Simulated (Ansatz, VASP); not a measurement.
# Two plane-wave programs on Mg2BeS3

```
Mg Be S
1.0
    -2.52285    2.52285    4.79667
     2.52285   -2.52285    4.79667
     2.52285    2.52285   -4.79667
Mg Be S
2 1 3
Direct
  0.28595 0.78595 0.50000
  0.78595 0.28595 0.50000
  0.56161 0.56161 0.00000
  0.77248 0.77248 0.00000
  0.53534 0.03534 0.50000
  0.03534 0.53534 0.50000
```

Alike in both runs: functional PBE; k mesh 3 × 3 × 3; occupations gaussian, width 0.15 eV; no spin polarisation.

Ansatz relaxed the structure, and its values are those at the end. VASP's run is a single point on that final structure, the one shown.

|  | VASP | Ansatz |
| --- | --- | --- |
| version | VASP 6.6.1 | Ansatz 0.2.0 |
| potentials or method | VASP PAW PBE potentials, release 64 (Mg, Be, S), cutoff 600 eV | scalar-relativistic, plane waves, PAW |
| valence electrons in the cell | 24 | 40 |

```csv
,VASP,Ansatz,Ansatz less VASP
gap on the k mesh at the Fermi level (eV),none,none,-
pressure (GPa),0.0,0.1,+0.11
rms of the force components (eV/Å),0.012,0.013,+0.0007
```

A gap of «none» marks a metal or a gap that the smearing closes. The functional is the same, so the differences come from potentials, cutoffs and numerics. VASP's potentials hold 24 valence electrons a cell and Ansatz's 40, so a difference there can come from the potentials and not from the codes.

The k mesh is coarse, so the values compare programs but aren't converged.
